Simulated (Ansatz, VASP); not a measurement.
## V in VASP and in Ansatz

File INCAR:

```
PREC = Accurate ; ENCUT = 500
EDIFF = 1E-6 ; ISMEAR = -1
SIGMA = 0.1 ; LREAL = F
LASPH = T ; NELM = 200
ALGO = Normal ; ISIF = 2
LWAVE = F ; LCHARG = T
ISPIN = 2 ; MAGMOM = 0
LORBIT = 11 ; LMAXMIX = 4
GGA = PE ; LELF = T
LVHAR = T ; NBANDS = 16
GGA_COMPAT = F
```

Contents of KPOINTS:

```
Automatic mesh
0
Gamma
  8 8 8
```

Contents of POSCAR:

```
V
1.0
   -1.5870000000      1.5870000000      1.5870000000
    1.5870000000     -1.5870000000      1.5870000000
    1.5870000000      1.5870000000     -1.5870000000
V
1
Direct
    0.0000000000      0.0000000000      0.0000000000
```

Input for Ansatz:

```yaml
crystal:
  lattice:
    - [-1.587, 1.587, 1.587]
    - [1.587, -1.587, 1.587]
    - [1.587, 1.587, -1.587]
  atoms:
    - { symbol: V, position: [0, 0, 0] }
kpoints:
  mp_grid: { grid: [8, 8, 8], shift: [0, 0, 0] }
hamiltonian:
  xc: pbe
  pseudopotentials: { kind: paw }
magnetization:
  spin_polarized: true
scf:
  occupations: { method: fermi_dirac }
```

Alike in both runs: task single point; functional PBE; k mesh 8 × 8 × 8; collinear spin.

|  | VASP | Ansatz |
| --- | --- | --- |
| version | VASP 6.6.1 | Ansatz 0.2 development build |
| potentials or method | VASP PAW PBE potentials, release 64 (V_sv) | PAW hard, scalar-relativistic |
| plane-wave cutoff (eV) | 500 | 840 |
| occupations | fermi-dirac, width 0.1 eV | fermi-dirac |

|  | VASP | Ansatz | Ansatz less VASP |
| --- | --- | --- | --- |
| net moment per atom (μB) | 0.00 | 0.00 | 0.000 |
